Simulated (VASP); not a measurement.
# Te3P (P6_3/mmc) in VASP: single point with PBE

Aim: the single point of Te3P with PBE.

Everything below comes from runs of VASP 6.6.1. Logs are shortened: lines on timing, memory, paths and dates and some standing lists are left out, and cuts for length are marked.

### 1 The cell of the first run

Symmetry: P6_3/mmc, No. 194, hexagonal system. The conventional cell has a = 7.973 Å, b = 7.973 Å, c = 4.060 Å, α = 90.00°, β = 90.00°, γ = 120.00°. Within 3.8 Å of Te (site symmetry mm2) lie 2 P at 2.86 Å and 6 Te at 3.29 to 3.49 Å. Within 3.8 Å of P (site symmetry -6m2) lie 6 Te at 2.86 Å.

### 2 Single point, PBE

Input file INCAR:

```
PREC     = Accurate       # precision mode
ENCUT    = 520            # plane-wave cutoff, eV
EDIFF    = 1E-6           # SCF threshold, eV
ISMEAR   = 0              # smearing method
SIGMA    = 0.1            # smearing width, eV
LREAL    = False          # projectors in reciprocal space
LASPH    = True           # aspherical terms in the spheres
NELM     = 60             # most SCF steps
ALGO     = Normal         # electronic algorithm
ISIF     = 2              # what is computed and relaxed
LWAVE    = False          # write WAVECAR
LCHARG   = True           # write CHGCAR
GGA      = PE             # functional
LELF     = True           # ELF
LVHAR    = True         
NBANDS   = 33             # bands
```

Input file KPOINTS:

```
Automatic mesh
0
Gamma
  6 6 10
```

Input file POSCAR:

```
Te3P
1.0
    7.9725659017      0.0000000000      0.0000000000
   -3.9862829508      6.9044446042      0.0000000000
    0.0000000000      0.0000000000      4.0599322958
Te P
6 2
Direct
    0.8125745625      0.6251491251      0.2500000000
    0.1874254375      0.8125745625      0.7500000000
    0.3748508749      0.1874254375      0.2500000000
    0.1874254375      0.3748508749      0.7500000000
    0.8125745625      0.1874254375      0.2500000000
    0.6251491251      0.8125745625      0.7500000000
    0.3333333333      0.6666666667      0.2500000000
    0.6666666667      0.3333333333      0.7500000000
```

Potentials or basis: VASP PAW PBE potentials, release 64 (Te, P).

Started as:

```console
$ cat potpaw_PBE.64/Te/POTCAR potpaw_PBE.64/P/POTCAR > POTCAR
$ mpirun -np 1 vasp_std > vasp.out
```

OUTCAR:

```text
PREC = Accurate
   ENCUT = 520
   EDIFF = 1E-6
   ISMEAR = 0
   LREAL = False
   LASPH = True
   NELM = 60
   ISIF = 2
   GGA = PE

 ion  position               nearest neighbor table
   1  0.813  0.625  0.250-   8 2.86   8 2.86   6 3.29   6 3.29   2 3.29   2 3.29   5 3.49   3 3.49

   2  0.187  0.813  0.750-   7 2.86   7 2.86   3 3.29   3 3.29   1 3.29   1 3.29   4 3.49   6 3.49

   3  0.375  0.187  0.250-   8 2.86   8 2.86   4 3.29   4 3.29   2 3.29   2 3.29   5 3.49   1 3.49

   4  0.187  0.375  0.750-   7 2.86   7 2.86   3 3.29   3 3.29   5 3.29   5 3.29   2 3.49   6 3.49

   5  0.813  0.187  0.250-   8 2.86   8 2.86   6 3.29   6 3.29   4 3.29   4 3.29   1 3.49   3 3.49

   6  0.625  0.813  0.750-   7 2.86   7 2.86   1 3.29   1 3.29   5 3.29   5 3.29   2 3.49   4 3.49

   7  0.333  0.667  0.250-   2 2.86   2 2.86   4 2.86   4 2.86   6 2.86   6 2.86
   8  0.667  0.333  0.750-   5 2.86   5 2.86   1 2.86   1 2.86   3 2.86   3 2.86

  LATTYP: Found a hexagonal cell.
 ALAT       =     7.9725659017
 C/A-ratio  =     0.5092378471

  Lattice vectors:

 A1 = (   7.9725659017,   0.0000000000,   0.0000000000)
 A2 = (  -3.9862829508,   6.9044446042,   0.0000000000)
 A3 = (   0.0000000000,   0.0000000000,   4.0599322958)

Analysis of symmetry for initial positions (statically):
=====================================================================
 Subroutine PRICEL returns:
 Original cell was already a primitive cell.

 Routine SETGRP: Setting up the symmetry group for a
 hexagonal supercell.

 Subroutine GETGRP returns: Found 24 space group operations
 (whereof 12 operations were pure point group operations)
 out of a pool of 24 trial point group operations.

The static configuration has the point symmetry D_3d.
 The point group associated with its full space group is D_6h.

Analysis of symmetry for dynamics (positions and initial velocities):
=====================================================================
 Subroutine PRICEL returns:
 Original cell was already a primitive cell.

 Routine SETGRP: Setting up the symmetry group for a
 hexagonal supercell.

 Subroutine GETGRP returns: Found 24 space group operations
 (whereof 12 operations were pure point group operations)
 out of a pool of 24 trial point group operations.

The dynamic configuration has the point symmetry D_3d.
[... 115 lines left out ...]
   NSW    =      0    number of steps for IOM
   IBRION =     -1    ionic relax: 0-MD 1-quasi-New 2-CG
   NFREE  =      0    steps in history (QN), initial steepest desc. (CG)
   ISIF   =      2    stress and relaxation
   ISYM   =      2    0-nonsym 1-usesym 2-fastsym
   POTIM  = 0.5000    time-step for ionic-motion
   TEBEG  =    0.0;   TEEND  =   0.0 temperature during run
   PSTRESS=    0.0 pullay stress
   NELECT =      46.0000    total number of electrons
   NUPDOWN=      -1.0000    fix difference up-down
   EMIN   =  10.00;   EMAX   =-10.00  energy-range for DOS
   EFERMI =   0.00;   METHOD = LEGACY
   ISMEAR =     0;   SIGMA  =   0.10  broadening in eV -4-tet -1-fermi 0-gaus
   EFERMI_NEDOS =   21; number of points for ismear=-14 and -15
   IALGO  =     38    algorithm
   IMIX   =      4    mixing-type and parameters
     AMIX     =   0.40;   BMIX     =  1.00
     AMIX_MAG =   1.60;   BMIX_MAG =  1.00
  volume/ion in A,a.u.               =      27.94       188.52
  Fermi-wavevector in a.u.,A,eV,Ry     =   0.966597  1.826604 12.712063  0.934310
  Thomas-Fermi vector in A             =   2.096412
   LORBIT       =      0    0 simple, 1 ext, 2 COOP (PROOUT), +10 PAW based schemes
   GGA     = PE    functional components
   LHFCALC =     F    Hartree Fock is set to
   AEXX    =    0.0000 exact exchange contribution
   IVDW    =     0    specifies the selected vdW correction
   LEPSILON=     F    determine dielectric tensor
   LRPA    =     F    only Hartree local field effects (RPA)
 non-spin polarized calculation
 Gauss-broadening in eV      SIGMA  =   0.10
  energy-cutoff  :      520.00
  volume of cell :      223.48
 maximum number of plane-waves:      6039
 NGX is ok and might be reduce to    60
   NGX = 29   NGY = 29   NGZ = 15

 number of electron      46.0000001 magnetization

 Free energy of the ion-electron system (eV)
  ---------------------------------------------------
  ext. energy  EPLUGINS =         0.00000000
  ---------------------------------------------------
  free energy    TOTEN  =       -27.08388670 eV

  energy without entropy =      -27.06342543  energy(sigma->0) =      -27.07365606

 E-fermi :   6.8697     XC(G=0):  -9.6415

 val. band max:        6.8626910035   @ k =   0.3333  -0.0000   0.0000
 cond. band min:       6.8848939894   @ k =   0.3333  -0.0000   0.2000
 fundamental gap:      0.0222029859
 Fermi energy:         6.8697413558

 k-point     1 :       0.0000    0.0000    0.0000
  band No.  band energies     occupation
      1      -7.1516      2.00000
      2      -5.6848      2.00000
      3      -5.0064      2.00000
      4      -5.0064      2.00000
      5      -3.9638      2.00000
      6      -3.9638      2.00000
[... 853 lines left out ...]
     32       9.9356      0.00000
     33      11.7685      0.00000

 [... further k-points ...]

------------------------ aborting loop because EDIFF is reached ----------------------------------------

  FORCE on cell =-STRESS in cart. coord.  units (eV):
  Direction    XX          YY          ZZ          XY          YZ          ZX
  --------------------------------------------------------------------------------------
  -------------------------------------------------------------------------------------
  Total       -0.0899494     -0.0899494     -0.1096733     -0.0000000      0.0000000      0.0000000
  in kB       -0.6448565     -0.6448565     -0.7862593     -0.0000000      0.0000000      0.0000000
  external PRESSURE =      -0.6919907 kB  Pullay stress =       0.0000000 kB

 VOLUME and BASIS-vectors are now :
 -----------------------------------------------------------------------------
  energy-cutoff  :      520.00
  volume of cell :      223.48
      direct lattice vectors                 reciprocal lattice vectors
     7.972565902  0.000000000  0.000000000     0.125430133  0.072417121  0.000000000
    -3.986282951  6.904444604  0.000000000     0.000000000  0.144834242  0.000000000
     0.000000000  0.000000000  4.059932296     0.000000000  0.000000000  0.246309526

 POSITION                                       TOTAL-FORCE (eV/Angst)
 -----------------------------------------------------------------------------------
      3.98628      4.31631      1.01498        -0.000000     -0.002808      0.000000
     -1.74489      5.61038      3.04495         0.002432     -0.001404     -0.000000
      2.24139      1.29407      1.01498         0.002432      0.001404      0.000000
      0.00000      2.58814      3.04495         0.000000      0.002808      0.000000
      5.73117      1.29407      1.01498        -0.002432      0.001404      0.000000
      1.74489      5.61038      3.04495        -0.002432     -0.001404     -0.000000
     -0.00000      4.60296      1.01498         0.000000     -0.000000      0.000000
      3.98628      2.30148      3.04495         0.000000     -0.000000      0.000000
 -----------------------------------------------------------------------------------
    total drift:                               -0.000000      0.000000      0.000000

  FREE ENERGIE OF THE ION-ELECTRON SYSTEM (eV)
  ---------------------------------------------------
  free  energy   TOTEN  =       -27.0838866971 eV

  energy  without entropy=      -27.0634254262  energy(sigma->0) =      -27.07365606
```

Run time: 3.4 min. Hardware: 1 thread of AMD EPYC 9R14 (Zen 4), shared host; peak memory 0.41 GiB.

Results:

* Free energy: -27.0839 eV
* Pressure: -0.1 GPa
* Band gap on the k mesh: zero (bands 23 and 24 overlap by 1.37 eV)

Forces on the atoms (eV/Å):
```
Te   0.000 -0.003  0.000
Te   0.002 -0.001  0.000
Te   0.002  0.001  0.000
Te   0.000  0.003  0.000
Te  -0.002  0.001  0.000
Te  -0.002 -0.001  0.000
P    0.000  0.000  0.000
P    0.000  0.000  0.000
```

Caveat: spin-orbit coupling is left out, which moves the levels of the heavy elements.
